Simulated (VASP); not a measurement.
Wanted: the native input for a VASP 6.6.1 run.

```yaml
Task: single point
Functional: PBEsol
Potentials_or_basis: VASP PAW PBE potentials, release 64 (Cd, Te)
Cutoff: 520 eV
k_mesh: 8 × 8 × 8
Occupations: gaussian, width 0.05 eV
Spin: no spin polarisation
Dipole_correction: no
Further_INCAR_settings: ALGO = Normal; EDIFF = 1e-07; NBANDS = 16
```

The structure of CdTe lies in POSCAR:

```
CdTe
1.0
    0.0000000000      3.2446715277      3.2446715277
    3.2446715277      0.0000000000      3.2446715277
    3.2446715277      3.2446715277      0.0000000000
Cd Te
1 1
Direct
    0.0000000000      0.0000000000      0.0000000000
    0.7500000000      0.7500000000      0.7500000000
```

One way to write it, as run:

INCAR

```
SYSTEM = CdTe
PREC = Accurate ; ENCUT = 520
EDIFF = 1E-7 ; ISMEAR = 0
SIGMA = 0.05 ; LREAL = .False.
LASPH = .True. ; NELM = 80
ALGO = Normal ; ISIF = 2
LWAVE = .False. ; LCHARG = .False.
GGA = PS ; NBANDS = 16
```

KPOINTS

```
Automatic mesh
0
Gamma
  8 8 8
  0 0 0
```

Potentials or basis: VASP PAW PBE potentials, release 64 (Cd, Te).

Run with:

```console
$ cat potpaw_PBE.64/Cd/POTCAR potpaw_PBE.64/Te/POTCAR > POTCAR
$ mpirun -np 1 vasp_std > vasp.out
```

Results of the run:

The pressure is 0.2 GPa and the band gap on the k mesh is 0.65 eV, direct.

Caveat: the PAW data sets were made with another functional, which shifts forces and pressure a little; spin-orbit coupling is left out, which moves the levels of the heavy elements.

It took 35 s on 1 thread of Intel Xeon 6975P-C (shared host), peak memory 0.22 GiB.
